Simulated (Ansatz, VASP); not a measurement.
## One calculation of SnS, two programs

File INCAR:

```
SYSTEM = SnS
  PREC = Accurate
  ENCUT = 500
  EDIFF = 1E-6
  ISMEAR = 0
  SIGMA = 0.05
  LREAL = .FALSE.
  LASPH = .TRUE.
  NELM = 120
  ALGO = Normal
  ISIF = 2
  LWAVE = .FALSE.
  LCHARG = .TRUE.
  GGA = PS
  LELF = .TRUE.
  LVHAR = .TRUE.
  NBANDS = 50
  GGA_COMPAT = .FALSE.
```

KPOINTS

```
Automatic mesh
0
G
  4 8 6
  0 0 0
```

POSCAR

```
SnS
1.0
   11.0967523774      0.0000000000      0.0000000000
    0.0000000000      3.8648760007      0.0000000000
    0.0000000000      0.0000000000      4.2315428581
Sn S
4 4
Direct
    0.1185767382      0.2500000000      0.1101694999
    0.3814232618      0.7500000000      0.6101694999
    0.6185767382      0.2500000000      0.3898305001
    0.8814232618      0.7500000000      0.8898305001
    0.8533462424      0.2500000000      0.4747534667
    0.6466537576      0.7500000000      0.9747534667
    0.3533462424      0.2500000000      0.0252465333
    0.1466537576      0.7500000000      0.5252465333
```

Input for Ansatz:

```yaml
crystal:
  lattice:
    - [11.0967523774, 0.0, 0.0]
    - [0.0, 3.8648760007, 0.0]
    - [0.0, 0.0, 4.2315428581]
  atoms:
    - { symbol: Sn, position: [0.1185767382, 0.25, 0.1101694999] }
    - { symbol: Sn, position: [0.3814232618, 0.75, 0.6101694999] }
    - { symbol: Sn, position: [0.6185767382, 0.25, 0.3898305001] }
    - { symbol: Sn, position: [0.8814232618, 0.75, 0.8898305001] }
    - { symbol: S, position: [0.8533462424, 0.25, 0.4747534667] }
    - { symbol: S, position: [0.6466537576, 0.75, 0.9747534667] }
    - { symbol: S, position: [0.3533462424, 0.25, 0.0252465333] }
    - { symbol: S, position: [0.1466537576, 0.75, 0.5252465333] }
basis:
  ecutwfc: 420
kpoints:
  mp_grid: { grid: [4, 8, 6] }
hamiltonian:
  xc: pbesol
scf:
  occupations: { method: gaussian, width: 0.05 }
output:
  forces: true
  stress: true
  eigenvalues: true
```

Change from the starting cell: strain -0.0300 x Voigt [0, 1, 0, 0, 0, 0], atoms carried along.

Alike in both runs: task single point; functional PBEsol; k mesh 4 × 8 × 6; occupations gaussian, width 0.05 eV; no spin polarisation.

```csv
,VASP,Ansatz
version,VASP 6.6.1,Ansatz 0.2.0
potentials or method,"VASP PAW PBE potentials, release 64 (Sn_d, S), cutoff 500 eV","scalar-relativistic, plane waves, PAW"
valence electrons in the cell,80,80
```

VASP gave:

- gap on the k mesh at the Fermi level (eV): 0.33
- least direct gap on the mesh (eV): 1.07
- pressure (GPa): 2.1
- traceless stress, the component that is largest in VASP (GPa): 1.32
- rms of the force components (eV/Å): 0.080

Problem. What did Ansatz give for the same quantities?

Solution. gap on the k mesh at the Fermi level (eV): 0.33; least direct gap on the mesh (eV): 1.08; pressure (GPa): 2.1; traceless stress, the component that is largest in VASP (GPa): 1.33; rms of the force components (eV/Å): 0.075.

VASP's potentials were made for PBE, not for PBEsol. Atom by atom the forces differ by 0.005 eV/Å (rms over components).
